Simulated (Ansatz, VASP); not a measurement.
**C: VASP beside Ansatz**

The input INCAR:

```
SYSTEM = C
PREC     = Accurate       ! precision mode
ENCUT    = 520            ! plane-wave cutoff, eV
EDIFF    = 1E-6           ! SCF threshold, eV
ISMEAR   = 0              ! smearing method
SIGMA    = 0.05           ! smearing width, eV
LREAL    = .FALSE.        ! projectors in reciprocal space
LASPH    = .TRUE.         ! aspherical terms in the spheres
NELM     = 100            ! most SCF steps
ALGO     = Normal         ! electronic algorithm
ISIF     = 2              ! what is computed and relaxed
LWAVE    = .FALSE.        ! write WAVECAR
LCHARG   = .FALSE.        ! write CHGCAR
GGA      = PE             ! functional
NBANDS   = 11             ! bands
```

KPOINTS

```
Automatic mesh
0
G
  12 12 12
  0 0 0
```

File POSCAR:

```
C
1.0
    0.0000000000      1.8142253106      1.6473165820
    1.8142253106      0.0000000000      1.6473165820
    1.8142253106      1.8142253106      0.0000000000
C
2
Direct
    0.5000000000      0.5000000000      0.5000000000
    0.7500000000      0.7500000000      0.7500000000
```

Input for Ansatz:

```yaml
crystal:
  lattice:
    - [0.0, 1.8142253106, 1.647316582]
    - [1.8142253106, 0.0, 1.647316582]
    - [1.8142253106, 1.8142253106, 0.0]
  atoms:
    - { symbol: C, position: [0.5, 0.5, 0.5] }
    - { symbol: C, position: [0.75, 0.75, 0.75] }
basis:
  ecutwfc: 520.0
kpoints:
  mp_grid: { grid: [12, 12, 12] }
hamiltonian:
  xc: pbe
  pseudopotentials: { kind: paw, azcp: { folder: soft_1 } }
scf:
  occupations: { method: gaussian, width: 0.05 }
output:
  forces: true
  stress: true
  eigenvalues: true
```

Alike in both runs: task single point; functional PBE; k mesh 12 × 12 × 12; occupations gaussian, width 0.05 eV; no spin polarisation.

|  | VASP | Ansatz |
| --- | --- | --- |
| version | VASP 6.6.1 | Ansatz 0.2.0 |
| potentials or method | VASP PAW PBE potentials, release 64 (C), cutoff 520 eV | scalar-relativistic, plane waves, PAW |
| valence electrons in the cell | 8 | 8 |

Ansatz gave:

```
gap on the k mesh at the Fermi level (eV)                     : 1.84
least direct gap on the mesh (eV)                             : 4.10
pressure (GPa)                                                : 23.4
traceless stress, the component that is largest in VASP (GPa) : 56.34
```

Task: What did VASP give for the same quantities?

Result: gap on the k mesh at the Fermi level (eV): 1.83; least direct gap on the mesh (eV): 4.10; pressure (GPa): 24.2; traceless stress, the component that is largest in VASP (GPa): 56.32.
